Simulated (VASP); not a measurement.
Write the native input for VASP 6.6.1 that does the following.

- Task: single point
- Functional: PBE
- Potentials or basis: VASP PAW PBE potentials, release 64 (Sc_sv, Be, Al, B)
- Cutoff: 520 eV
- k mesh: 6 × 6 × 4
- Occupations: gaussian, width 0.1 eV
- Spin: no spin polarisation
- Dipole correction: no
- Further INCAR settings: ALGO = Normal; EDIFF = 1e-06; NBANDS = 28

The structure of ScBe4Al2B3 lies in POSCAR:

```
ScBe4Al2B3
1.0
    4.1146270615      0.0000000027      0.0000000000
   -2.0573135331      3.5633715610      0.0000000000
    0.0000000000      0.0000000000      8.7227004018
Sc Be Al B
1 4 2 3
Direct
    0.6666666667      0.3333333333      0.0000000000
    0.3333333333      0.6666666667      0.7714686257
    0.3333333333      0.6666666667      0.2285313743
    0.3333333333      0.6666666667      0.0000000000
    0.0000000000      0.0000000000      0.5000000000
    0.0000000000      0.0000000000      0.0000000000
    0.3333333333      0.6666666667      0.5000000000
    0.0000000000      0.0000000000      0.2657365162
    0.0000000000      0.0000000000      0.7342634838
    0.6666666667      0.3333333333      0.5000000000
```

The cell was generated, and may not be a known phase.

These files were run (other wordings do the same):

INCAR

```
ALGO     = Normal         # electronic algorithm
EDIFF    = 1E-6           # SCF threshold, eV
ENCUT    = 520            # plane-wave cutoff, eV
GGA      = PE             # functional
ISIF     = 2              # what is computed and relaxed
ISMEAR   = 0              # smearing method
LASPH    = True           # aspherical terms in the spheres
LCHARG   = True           # write CHGCAR
LELF     = True           # ELF
LREAL    = False          # projectors in reciprocal space
LVHAR    = True         
LWAVE    = False          # write WAVECAR
NBANDS   = 28             # bands
NELM     = 100            # most SCF steps
PREC     = Accurate       # precision mode
SIGMA    = 0.1            # smearing width, eV
```

KPOINTS

```
k-points
0
Gamma
  6 6 4
```

Potentials or basis: VASP PAW PBE potentials, release 64 (Sc_sv, Be, Al, B).

Launch:

```bash
$ cat potpaw_PBE.64/Sc_sv/POTCAR potpaw_PBE.64/Be/POTCAR potpaw_PBE.64/Al/POTCAR potpaw_PBE.64/B/POTCAR > POTCAR
$ mpirun -np 1 vasp_std > vasp.out
```

It gave:

| Property | Result |
| --- | --- |
| Pressure | 0.1 GPa |
| Largest force | 0.008 eV/Å |
| Band gap on the k mesh | zero (bands 17 and 18 overlap by 1.37 eV) |

Wall time 2.6 min on 1 thread of Intel Xeon 8259CL (shared host), peak memory 0.3 GiB.
